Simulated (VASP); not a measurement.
SrO, 2 atoms in the cell. Symmetry: Fm-3m, No. 225, cubic system. Conventional cell: a = 5.160 Å, b = 5.160 Å, c = 5.160 Å, α = 90.00°, β = 90.00°, γ = 90.00°. Within 3.4 Å of Sr (site symmetry m-3m) lie 6 O at 2.58 Å. Within 3.4 Å of O (site symmetry m-3m) lie 6 Sr at 2.58 Å. 

| Quantity | Value |
| --- | --- |
| Program | VASP 6.6.1 |
| Task | single point |
| Functional | PBE |
| Potentials or basis | VASP PAW PBE potentials, release 64 (Sr_sv, O) |
| Cutoff | 520 eV |
| k mesh | 8 × 8 × 8 |
| Occupations | fermi-dirac, width 0.02 eV |
| Spin | no spin polarisation |
| Dipole correction | no |
| Further INCAR settings | ALGO = Normal; EDIFF = 1e-06; NBANDS = 15 |

Potentials or basis: VASP PAW PBE potentials, release 64 (Sr_sv, O).

Run with:

```bash
$ cat potpaw_PBE.64/Sr_sv/POTCAR potpaw_PBE.64/O/POTCAR > POTCAR
$ mpirun -np 1 vasp_std > vasp.out
```

Hardware: 1 thread of Intel Xeon 8259CL, on a shared host.

Task: How long does it take, and how much memory?

Result: Wall time 25 s on 1 thread of Intel Xeon 8259CL (shared host), peak memory 0.16 GiB. Counts: scf iterations 13, k points 29.
